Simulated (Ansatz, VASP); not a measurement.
**Si: VASP beside Ansatz**

```xyz
2
Lattice="0.0000 2.7221 2.7221 2.7221 0.0000 2.7221 2.7221 2.7221 0.0000" Properties=species:S:1:pos:R:3 pbc="T T T"
Si    0.0000    0.0000    0.0000
Si    1.3611    1.3611    1.3611
```

Alike in both runs: task single point; functional r2SCAN; k mesh 6 × 6 × 6; occupations tetrahedron; no spin polarisation.

|  | VASP | Ansatz |
| --- | --- | --- |
| version | VASP 6.6.1 | Ansatz 0.2.0 |
| potentials or method | VASP PAW PBE potentials, release 64 (Si) | plane waves |
| plane-wave cutoff (eV) | 520 | 500 |
| valence electrons in the cell | 8 | 8 |

Ansatz gave:

* gap on the k mesh at the Fermi level (eV): 0.92
* pressure (GPa): 0.1

Problem. Which values does VASP return?

Solution. gap on the k mesh at the Fermi level (eV): 0.93; pressure (GPa): -0.2.

VASP's potentials were made for PBE, not for r2SCAN. Ansatz's warnings: band table not solved further, tetrahedron derivatives may miss energy slope.
